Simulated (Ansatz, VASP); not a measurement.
**Two plane-wave programs on Ru**

Contents of INCAR:

```
PREC = Accurate ; ENCUT = 520
EDIFF = 1E-6 ; ISMEAR = 0
SIGMA = 0.15 ; LREAL = False
LASPH = True ; NELM = 80
ALGO = Fast ; ISIF = 2
LWAVE = False ; LCHARG = True
GGA = PS ; LELF = True
LVHAR = True ; NBANDS = 21
```

The input KPOINTS:

```
regular mesh
0
Gamma
  30 30 16
```

Contents of POSCAR:

```
Ru
1.0
    2.6054207177      0.0000000000      0.0000000000
   -1.3027103588      2.2563605291      0.0000000000
    0.0000000000      0.0000000000      4.5308564778
Ru
2
Direct
    0.3333333333      0.6666666667      0.2500000000
    0.6666666667      0.3333333333      0.7500000000
```

Input for Ansatz:

```yaml
crystal:
  lattice:
    - [2.6054207177, 0.0, 0.0]
    - [-1.3027103588, 2.2563605291, 0.0]
    - [0.0, 0.0, 4.5308564778]
  atoms:
    - { symbol: Ru, position: [0.3333333333, 0.6666666667, 0.25] }
    - { symbol: Ru, position: [0.6666666667, 0.3333333333, 0.75] }
basis:
  ecutwfc: 420
kpoints:
  mp_grid: { grid: [30, 30, 16] }
hamiltonian:
  xc: pbesol
scf:
  occupations: { method: gaussian, width: 0.15 }
output:
  forces: true
  stress: true
  eigenvalues: true
```

Alike in both runs: task single point; functional PBEsol; k mesh 30 × 30 × 16; occupations gaussian, width 0.15 eV; no spin polarisation.

|  | VASP | Ansatz |
| --- | --- | --- |
| version | VASP 6.6.1 | Ansatz 0.2.0 |
| potentials or method | VASP PAW PBE potentials, release 64 (Ru_pv), cutoff 520 eV | scalar-relativistic, plane waves, PAW |
| valence electrons in the cell | 28 | 32 |

```csv
,VASP,Ansatz,Ansatz less VASP
gap on the k mesh at the Fermi level (eV),none,none,-
pressure (GPa),2.7,2.7,-0.02
"traceless stress, the component that is largest in VASP (GPa)",-32.11,-32.11,-0.008
```

VASP's potentials were made for PBE, not for PBEsol. A gap of «none» marks a metal or a gap that the smearing closes. VASP's potentials hold 28 valence electrons a cell and Ansatz's 32, so a difference there can come from the potentials and not from the codes.
